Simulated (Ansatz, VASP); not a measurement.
## One calculation of ZnS, two programs

```
Zn S
1.0
     0.02381    2.67543    2.65162
     2.67543    0.02381    2.65162
     2.69925    2.69925    0.00000
Zn S
1 1
Cartesian
  0.0000 0.0000 0.0091
  1.3496 1.3496 1.3167
```

Alike in both runs: task single point; functional PBEsol; k mesh 8 × 8 × 8; no spin polarisation.

|  | VASP | Ansatz |
| --- | --- | --- |
| version | VASP 6.6.1 | Ansatz 0.2.0 |
| potentials or method | VASP PAW PBE potentials, release 64 (Zn, S), cutoff 500 eV | scalar-relativistic, plane waves, PAW |
| occupations | gaussian, width 0.01 eV | fixed |
| valence electrons in the cell | 18 | 18 |

```csv
,VASP,Ansatz,Ansatz less VASP
gap on the k mesh at the Fermi level (eV),2.10,2.09,-0.011
least direct gap on the mesh (eV),2.10,2.09,-0.011
pressure (GPa),1.2,1.0,-0.19
"traceless stress, the component that is largest in VASP (GPa)",-0.87,-0.87,-0.001
```

VASP's potentials were made for PBE, not for PBEsol, and Ansatz warns of the same on its side.
